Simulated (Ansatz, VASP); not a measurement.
# SiNi: VASP beside Ansatz

```
Si Ni
1.0
     5.08783    0.00000    0.00000
     0.00000    3.35777    0.00000
     0.00000    0.00000    5.52783
Si Ni
4 4
Direct
  0.32143 0.75000 0.08656
  0.17857 0.25000 0.58656
  0.82143 0.75000 0.41344
  0.67857 0.25000 0.91344
  0.00930 0.25000 0.18739
  0.49070 0.75000 0.68739
  0.50930 0.25000 0.31261
  0.99070 0.75000 0.81261
```

Alike in both runs: functional PBEsol; k mesh 8 × 10 × 6; occupations gaussian, width 0.1 eV; no spin polarisation.

Ansatz relaxed the structure, and its values are those at the end. VASP's run is a single point on that final structure, the one shown.

|  | VASP | Ansatz |
| --- | --- | --- |
| version | VASP 6.6.1 | Ansatz 0.2.0 |
| potentials or method | VASP PAW PBE potentials, release 64 (Si, Ni), cutoff 520 eV | scalar-relativistic, plane waves, PAW |
| valence electrons in the cell | 56 | 88 |

Ansatz gave:

```
gap on the k mesh at the Fermi level (eV) : none
pressure (GPa)                            : 0.0
rms of the force components (eV/Å)        : 0.002
```

Which values does VASP return?

gap on the k mesh at the Fermi level (eV): none; pressure (GPa): 0.2; rms of the force components (eV/Å): 0.007.

VASP's potentials were made for PBE, not for PBEsol. A gap of «none» marks a metal or a gap that the smearing closes. VASP's potentials hold 56 valence electrons a cell and Ansatz's 88, so a difference there can come from the potentials and not from the codes.
